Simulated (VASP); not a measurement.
A run of VASP 6.6.1:

File INCAR:

```
SYSTEM = CdF2
PREC     = Accurate       ! precision mode
ENCUT    = 520            ! plane-wave cutoff, eV
EDIFF    = 1E-7           ! SCF threshold, eV
ISMEAR   = 0              ! smearing method
SIGMA    = 0.05           ! smearing width, eV
LREAL    = .False.        ! projectors in reciprocal space
LASPH    = .True.         ! aspherical terms in the spheres
NELM     = 100            ! most SCF steps
ALGO     = Normal         ! electronic algorithm
ISIF     = 2              ! what is computed and relaxed
LWAVE    = .False.        ! write WAVECAR
LCHARG   = .False.        ! write CHGCAR
GGA      = PS             ! functional
NBANDS   = 20             ! bands
```

File KPOINTS:

```
regular mesh
0
Gamma
  8 8 8
  0 0 0
```

The input POSCAR:

```
CdF2
1.0
    0.0000000000      2.7219956410      2.9492822771
    2.7219956410      0.0000000000      2.9492822771
    2.7219956410      2.7219956410      0.0000000000
Cd F
1 2
Direct
    0.0000000000      0.0000000000      0.0000000000
    0.2500000000      0.2500000000      0.2500000000
    0.7500000000      0.7500000000      0.7500000000
```

Potentials or basis: VASP PAW PBE potentials, release 64 (Cd, F).

Launch:

```sh
$ cat potpaw_PBE.64/Cd/POTCAR potpaw_PBE.64/F/POTCAR > POTCAR
$ mpirun -np 1 vasp_std > vasp.out
```

Hardware: 1 thread of Intel Xeon 8259CL, on a shared host.

Q: How long does it take, and how much memory?

A: Run time: 110 s on 1 thread of Intel Xeon 8259CL (shared host), peak memory 0.2 GiB. Counts: scf iterations 15, k points 59.
